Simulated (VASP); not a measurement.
A run of VASP 6.6.1 is set up as follows.

POSCAR

```
BaO
1.0
    0.0000000000      2.6763106605      2.6763106605
    2.6763106605      0.0000000000      2.6763106605
    2.6763106605      2.6763106605      0.0000000000
Ba O
1 1
Direct
    0.0000000000      0.0000000000      0.0000000000
    0.5000000000      0.5000000000      0.5000000000
```

INCAR.step1

```
SYSTEM = BaO
PREC = Accurate
ENCUT = 660
ISMEAR = 0
SIGMA = 0.01
LREAL = .FALSE.
LASPH = .TRUE.
NELM = 120
NBANDS = 15
GGA = PE
ALGO = Normal
EDIFF = 1E-5
LWAVE = .TRUE.
LCHARG = .FALSE.
GGA_COMPAT = .FALSE.
```

File INCAR.step2:

```
SYSTEM = BaO
PREC = Accurate
ENCUT = 660
EDIFF = 1E-6
ISMEAR = 0
SIGMA = 0.01
LREAL = .FALSE.
LASPH = .TRUE.
NELM = 120
ALGO = Normal
ISIF = 2
LWAVE = .FALSE.
LCHARG = .TRUE.
METAGGA = R2SCAN
LMIXTAU = .TRUE.
LELF = .TRUE.
LVHAR = .TRUE.
NBANDS = 15
ISTART = 1
GGA_COMPAT = .FALSE.
```

KPOINTS

```
Automatic mesh
0
G
  8 8 8
  0 0 0
```

Potentials or basis: VASP PAW PBE potentials, release 64 (Ba_sv, O).

Launch:

```bash
$ cat potpaw_PBE.64/Ba_sv/POTCAR potpaw_PBE.64/O/POTCAR > POTCAR
$ cp INCAR.step1 INCAR
$ mpirun -np 1 vasp_std > vasp.out
$ cp INCAR.step2 INCAR
$ mpirun -np 1 vasp_std > vasp.out
```

Q: Predict the band gap on the k mesh.

A: 1.89 eV, direct.

Q: Estimate the pressure.

A: 12.7 GPa.

Caveat: the cell differs from its parent crystal (strain -3.5%); the PAW data sets were made with another functional, which shifts forces and pressure a little; spin-orbit coupling is left out, which moves the levels of the heavy elements. A k mesh can miss the band edges.
